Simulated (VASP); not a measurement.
Here is a VASP 6.6.1 calculation.

INCAR

```
SYSTEM = KCl
ALGO = Normal
EDIFF = 1E-8
ENCUT = 520
GGA = PS
ISIF = 2
ISMEAR = -1
LASPH = .True.
LCHARG = .False.
LEFG = .True.
LREAL = .False.
LWAVE = .False.
NBANDS = 15
NELM = 80
PREC = Accurate
SIGMA = 0.02
```

The input KPOINTS:

```
k-points
0
Gamma
  7 7 7
  0 0 0
```

File POSCAR:

```
KCl
1.0
    3.5848858712      0.0000000000      0.0000000000
    0.0000000000      3.5848858712      0.0000000000
    0.0000000000      0.0000000000      3.5848858712
K Cl
1 1
Direct
    0.0000000000      0.0000000000      0.0000000000
    0.5000000000      0.5000000000      0.5000000000
```

Potentials or basis: VASP PAW PBE potentials, release 64 (K_sv, Cl).

Run with:

```console
$ cat potpaw_PBE.64/K_sv/POTCAR potpaw_PBE.64/Cl/POTCAR > POTCAR
$ mpirun -np 1 vasp_std > vasp.out
```

Estimate the pressure.

3.9 GPa.

Estimate the band gap on the k mesh.

5.62 eV, indirect (least direct gap 5.83 eV).

Caveat: without QUAD_EFG the Cq values of the log hold for a quadrupole moment of 1 mb, not for the nuclei; the PAW data sets were made with another functional, which shifts forces and pressure a little. A k mesh can miss the band edges.
